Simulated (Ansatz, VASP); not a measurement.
## Two plane-wave programs on As

```
As
1.0
     2.97871   -3.35327    0.00000
     2.97871    3.35327    0.00000
    -2.86891    0.00000    6.53552
As
6
Direct
  0.11790 0.37957 0.36270
  0.62043 0.88210 0.13730
  0.88210 0.62043 0.63730
  0.37957 0.11790 0.86270
  0.00000 0.50000 0.00000
  0.50000 0.00000 0.50000
```

Alike in both runs: task relaxation of cell and atoms; functional PBE; k mesh 10 × 10 × 6; occupations gaussian, width 0.1 eV; no spin polarisation.

|  | VASP | Ansatz |
| --- | --- | --- |
| version | VASP 6.6.1 | Ansatz 0.2.0 |
| potentials or method | VASP PAW PBE potentials, release 64 (As), cutoff 600 eV | scalar-relativistic, plane waves, PAW |
| valence electrons in the cell | 30 | 90 |

Ansatz gave:

| Quantity | Value |
| --- | --- |
| gap on the k mesh at the Fermi level, each at its own relaxed structure (eV) | none |
| relaxed volume (Å³/atom) | 21.35 |
| relaxed length of the cell vector where the two differ most in proportion (Å) | 4.347 |

Problem. What did VASP give for the same quantities?

Solution. gap on the k mesh at the Fermi level, each at its own relaxed structure (eV): none; relaxed volume (Å³/atom): 21.40; relaxed length of the cell vector where the two differ most in proportion (Å): 4.352.

A gap of «none» marks a metal or a gap that the smearing closes. VASP's potentials hold 30 valence electrons a cell and Ansatz's 90, so a difference there can come from the potentials and not from the codes.
